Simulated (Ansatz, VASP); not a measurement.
## CuAu: VASP beside Ansatz

```xyz
2
Lattice="2.9400 0.0000 0.0000 0.0000 2.9400 0.0000 0.0000 0.0000 3.5783" Properties=species:S:1:pos:R:3 pbc="T T T"
Cu    1.4700    1.4700    1.7891
Au    0.0000    0.0000    0.0000
```

Change from the starting cell: strain +0.050 along x and y, -0.025 along z, atoms carried along.

Alike in both runs: task single point; functional PBE; k mesh 18 × 18 × 14; occupations gaussian, width 0.15 eV; no spin polarisation.

|  | VASP | Ansatz |
| --- | --- | --- |
| version | VASP 6.6.1 | Ansatz 0.2.0 |
| potentials or method | VASP PAW PBE potentials, release 64 (Cu, Au), cutoff 520 eV | scalar-relativistic, plane waves, PAW |
| valence electrons in the cell | 22 | 38 |

```csv
,VASP,Ansatz,Ansatz less VASP
gap on the k mesh at the Fermi level (eV),none,none,-
pressure (GPa),-4.0,-3.9,+0.06
"traceless stress, the component that is largest in VASP (GPa)",0.50,0.48,-0.021
```

A gap of «none» marks a metal or a gap that the smearing closes. VASP's potentials hold 22 valence electrons a cell and Ansatz's 38, so a difference there can come from the potentials and not from the codes.

Neither program's run includes spin-orbit coupling.
